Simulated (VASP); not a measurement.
The system is PtS2.

```
Pt S
1.0
     3.54320    0.00000    0.00000
    -1.77160    3.06850    0.00000
     0.00000    0.00000    5.03880
Pt S
1 2
Direct
  0.00000 0.00000 0.00000
  0.33333 0.66667 0.25000
  0.66667 0.33333 0.75000
```

Base run:

| Item | Value |
| --- | --- |
| Program | VASP 6.6.1 |
| Functional | PBE |
| Potentials or basis | VASP PAW PBE potentials, release 64 (Pt, S) |
| Cutoff | 520 eV |
| k mesh | 7 × 7 × 4 |
| Occupations | gaussian, width 0.1 eV |
| Spin | no spin polarisation |

Its results: band gap on the k mesh 0.48 eV, indirect (least direct gap 0.89 eV); pressure 1.9 GPa; largest force 0.366 eV/Å.

**Question.** The run is repeated on the same cell with these changes: k mesh from 7 × 7 × 4 to 6 × 6 × 4. What comes out?

**Answer.** Band gap on the k mesh 0.56 eV, indirect (least direct gap 1.31 eV); pressure 2.0 GPa; largest force 0.373 eV/Å.

Caveats: spin-orbit coupling is left out, which moves the levels of the heavy elements.

A k mesh can miss the band edges.
